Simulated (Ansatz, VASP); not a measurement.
## HfO2 in VASP and in Ansatz

```
CELL_PARAMETERS angstrom
5.16097 0.00000 -0.01533
0.00000 5.21213 0.00000
-0.88149 0.00000 5.27884
ATOMIC_POSITIONS crystal
Hf 0.27571 0.04287 0.20838
Hf 0.72429 0.54287 0.29162
Hf 0.72429 0.95713 0.79162
Hf 0.27571 0.45713 0.70838
O 0.44913 0.75721 0.47666
O 0.55087 0.25721 0.02334
O 0.55087 0.24279 0.52334
O 0.44913 0.74279 0.97666
O 0.06716 0.32864 0.34846
O 0.93284 0.82864 0.15154
O 0.93284 0.67136 0.65154
O 0.06716 0.17136 0.84846
```

Alike in both runs: functional PBE; k mesh 6 × 6 × 6; occupations gaussian, width 0.05 eV; no spin polarisation.

Ansatz relaxed the structure, and its values are those at the end. VASP's run is a single point on that final structure, the one shown.

|  | VASP | Ansatz |
| --- | --- | --- |
| version | VASP 6.6.1 | Ansatz 0.2.0 |
| potentials or method | VASP PAW PBE potentials, release 64 (Hf_pv, O), cutoff 520 eV | scalar-relativistic, plane waves, PAW |
| valence electrons in the cell | 88 | 152 |

Ansatz gave:

| Property | Result |
| --- | --- |
| gap on the k mesh at the Fermi level (eV) | 4.04 |
| least direct gap on the mesh (eV) | 4.13 |
| pressure (GPa) | 0.0 |
| rms of the force components (eV/Å) | 0.002 |

Task: Which values does VASP return?

Result: gap on the k mesh at the Fermi level (eV): 4.00; least direct gap on the mesh (eV): 4.08; pressure (GPa): -3.0; rms of the force components (eV/Å): 0.033.

VASP's potentials hold 88 valence electrons a cell and Ansatz's 152, so a difference there can come from the potentials and not from the codes.

Spin-orbit coupling is off throughout.
